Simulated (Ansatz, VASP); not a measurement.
Two plane-wave programs on CdTe

```
Cd Te
1.0
     0.00000    3.31002    3.31002
     3.31002    0.00000    3.31002
     3.31002    3.31002    0.00000
Cd Te
1 1
Direct
  0.00000 0.00000 0.00000
  0.25000 0.25000 0.25000
```

Alike in both runs: functional PBE; k mesh 6 × 6 × 6; occupations gaussian, width 0.02 eV; no spin polarisation.

Ansatz relaxed the structure, and its values are those at the end. VASP's run is a single point on that final structure, the one shown.

```csv
,VASP,Ansatz
version,VASP 6.6.1,Ansatz 0.2.0
potentials or method,"VASP PAW PBE potentials, release 64 (Cd, Te), cutoff 520 eV","scalar-relativistic, plane waves, PAW"
valence electrons in the cell,18,36
```

Ansatz gave:

| Quantity | Value |
| --- | --- |
| gap on the k mesh at the Fermi level (eV) | 0.58 |
| least direct gap on the mesh (eV) | 0.58 |
| pressure (GPa) | 0.0 |

What did VASP give for the same quantities?

gap on the k mesh at the Fermi level (eV): 0.58; least direct gap on the mesh (eV): 0.58; pressure (GPa): 0.1.

With one functional, cell and mesh, what is left measures potentials, basis and numerics. VASP's potentials hold 18 valence electrons a cell and Ansatz's 36, so a difference there can come from the potentials and not from the codes.

Spin-orbit coupling is off throughout.
